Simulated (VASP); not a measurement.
A run of VASP 6.6.1 is set up as follows.

File POSCAR:

```
CuAu3
1.0
    4.0381756100      0.0000000000      0.0000000000
    0.0000000000      4.0381756100      0.0000000000
    0.0000000000      0.0000000000      4.0381756100
Cu Au
1 3
Direct
    0.0000000000      0.0000000000      0.0000000000
    0.0000000000      0.5000000000      0.5000000000
    0.5000000000      0.0000000000      0.5000000000
    0.5000000000      0.5000000000      0.0000000000
```

File INCAR.step1:

```
PREC     = Accurate       # precision mode
ENCUT    = 520            # plane-wave cutoff, eV
ISMEAR   = -1             # smearing method
SIGMA    = 0.1            # smearing width, eV
LREAL    = False          # projectors in reciprocal space
LASPH    = True           # aspherical terms in the spheres
NELM     = 60             # most SCF steps
NBANDS   = 30             # bands
GGA      = PE             # functional
ALGO     = Normal         # electronic algorithm
EDIFF    = 1E-4           # SCF threshold, eV
LWAVE    = True           # write WAVECAR
LCHARG   = False          # write CHGCAR
```

The input INCAR.step2:

```
PREC     = Accurate       # precision mode
ENCUT    = 520            # plane-wave cutoff, eV
EDIFF    = 1E-7           # SCF threshold, eV
ISMEAR   = -1             # smearing method
SIGMA    = 0.1            # smearing width, eV
LREAL    = False          # projectors in reciprocal space
LASPH    = True           # aspherical terms in the spheres
NELM     = 60             # most SCF steps
ALGO     = Normal         # electronic algorithm
ISIF     = 2              # what is computed and relaxed
LWAVE    = False          # write WAVECAR
LCHARG   = False          # write CHGCAR
METAGGA  = R2SCAN         # meta-GGA
LMIXTAU  = True         
NBANDS   = 30             # bands
ISTART   = 1
```

Contents of KPOINTS:

```
Automatic mesh
0
Gamma
  8 8 8
```

Potentials or basis: VASP PAW PBE potentials, release 64 (Cu, Au).

Run with:

```sh
$ cat potpaw_PBE.64/Cu/POTCAR potpaw_PBE.64/Au/POTCAR > POTCAR
$ cp INCAR.step1 INCAR
$ mpirun -np 1 vasp_std > vasp.out
$ cp INCAR.step2 INCAR
$ mpirun -np 1 vasp_std > vasp.out
```

Task: What does it give for the band gap on the k mesh?

Result: Zero (bands 22 and 23 overlap by 2.00 eV).

Task: Predict the pressure.

Result: -2.6 GPa.

Caveat: the PAW data sets were made with another functional, which shifts forces and pressure a little; spin-orbit coupling is left out, which moves the levels of the heavy elements.
